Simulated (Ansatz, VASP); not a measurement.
## One calculation of BN, two programs

```
CELL_PARAMETERS angstrom
0.00000 3.33948 2.16883
1.25384 0.00000 2.16883
1.25384 3.33948 0.00000
ATOMIC_POSITIONS crystal
B 0.00011 0.00011 0.99989
N 0.66659 0.66659 0.33341
```

Alike in both runs: task relaxation of cell and atoms; functional PBE; k mesh 12 × 12 × 12; occupations gaussian, width 0.02 eV; no spin polarisation.

|  | VASP | Ansatz |
| --- | --- | --- |
| version | VASP 6.6.1 | Ansatz 0.2.0 |
| potentials or method | VASP PAW PBE potentials, release 64 (B_h, N_h), cutoff 910 eV | scalar-relativistic, plane waves, PAW |
| valence electrons in the cell | 8 | 8 |

Ansatz gave:

| Item | Value |
| --- | --- |
| gap on the k mesh at the Fermi level, each at its own relaxed structure (eV) | 4.34 |
| relaxed volume (Å³/atom) | 11.53 |
| relaxed cell length with the largest relative difference (Å) | 4.401 |

Which values does VASP return?

gap on the k mesh at the Fermi level, each at its own relaxed structure (eV): 3.93; relaxed volume (Å³/atom): 9.79; relaxed cell length with the largest relative difference (Å): 3.801.

One of these differences is far larger than is usual between the two programs; its cause wasn't traced.

Noted on VASP's run: the cutoff is short for stress, so the pressure is rough.
